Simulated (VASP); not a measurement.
Wanted: the native input for a VASP 6.6.1 run.

```
Task                      : relaxation of the atoms
Functional                : LDA
Potentials or basis       : VASP PAW LDA potentials, release 64 (Sc_sv)
Cutoff                    : 520 eV
k mesh                    : 9 × 9 × 1
Occupations               : gaussian, width 0.1 eV
Spin                      : no spin polarisation
Dipole correction         : yes
Atoms held fixed (from 0) : [0, 1]
Further INCAR settings    : ALGO = Normal; EDIFF = 1e-06; IBRION = 2; EDIFFG = -0.03; NSW = 70
```

The structure of Sc lies in POSCAR:

```
Sc
1.0
    3.2295844583      0.0000000000      0.0000000000
   -1.6147922291      2.7969021845      0.0000000000
    0.0000000000      0.0000000000     21.4774328034
Sc
4
Selective dynamics
Direct
    0.6666666667      0.3333333333      0.3259234967  F F F
    0.3333333333      0.6666666667      0.4419744989  F F F
    0.6666666667      0.3333333333      0.5580255011  T T T
    0.3333333333      0.6666666667      0.6740765033  T T T
```

The input as run:

INCAR

```
PREC = Accurate ; ENCUT = 520
EDIFF = 1E-6 ; ISMEAR = 0
SIGMA = 0.1 ; LREAL = F
LASPH = T ; NELM = 80
ALGO = Normal ; ISIF = 2
LWAVE = F ; LCHARG = F
LDIPOL = T ; IDIPOL = 3
DIPOL = 0.5 0.5 0.500 ; GGA = CA
IBRION = 2 ; NSW = 70
EDIFFG = -0.03 ; LUSENCCL = F
```

KPOINTS

```
regular mesh
0
Gamma
  9 9 1
```

Potentials or basis: VASP PAW LDA potentials, release 64 (Sc_sv).

Launch:

```console
$ cat potpaw_LDA.64/Sc_sv/POTCAR > POTCAR
$ mpirun -np 1 vasp_std > vasp.out
```

Results of the run:

The energy gained by relaxing is 1.3 meV/atom, the ionic steps are 3 and the band gap on the k mesh is zero (band 22 reaches 0.22 eV, above the bottom of band 23 at -0.01 eV).

Wall time 2.5 min on 1 × NVIDIA H100 80GB with 1 thread of AMD EPYC 7R13 Processor (Zen 3) (shared host), peak memory 1.3 GiB.
